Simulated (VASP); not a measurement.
A run of VASP 6.6.1:

The input POSCAR:

```
ZnO
1.0
    3.1842439176      0.0000000000      0.0000000000
   -1.5921219588      2.7576361245      0.0000000000
    0.0000000000      0.0000000000      5.1276088865
Zn O
2 2
Direct
    0.6666666667      0.3333333333      0.5003397240
    0.3333333333      0.6666666667      0.0003397240
    0.6666666667      0.3333333333      0.8799702760
    0.3333333333      0.6666666667      0.3799702760
```

Contents of INCAR.step1:

```
ALGO = Normal
EDIFF = 1E-4
ENCUT = 520
GGA = PE
ISMEAR = 0
LASPH = True
LCHARG = False
LREAL = False
LWAVE = True
NBANDS = 26
NELM = 80
PREC = Accurate
SIGMA = 0.02
```

File INCAR.step2:

```
ALGO = Normal
EDIFF = 1E-7
ENCUT = 520
ISIF = 2
ISMEAR = 0
ISTART = 1
LASPH = True
LCHARG = False
LMIXTAU = True
LREAL = False
LWAVE = False
METAGGA = R2SCAN
NBANDS = 26
NELM = 80
PREC = Accurate
SIGMA = 0.02
```

File KPOINTS:

```
k-points
0
Gamma
  12 12 6
```

Potentials or basis: VASP PAW PBE potentials, release 64 (Zn, O).

Launch:

```console
$ cat potpaw_PBE.64/Zn/POTCAR potpaw_PBE.64/O/POTCAR > POTCAR
$ cp INCAR.step1 INCAR
$ mpirun -np 1 vasp_std > vasp.out
$ cp INCAR.step2 INCAR
$ mpirun -np 1 vasp_std > vasp.out
```

Hardware: 1 thread of Intel(R) Xeon(R) Platinum 8259CL CPU @ 2.50GHz (Skylake/Cascade Lake), with other jobs on the host.

**Question.** How long does it take, and how much memory?

**Answer.** Wall time 2.9 min on 1 thread of Intel(R) Xeon(R) Platinum 8259CL CPU @ 2.50GHz (Skylake/Cascade Lake), with other jobs on the host, peak memory 0.21 GiB. Counts: k points 76.
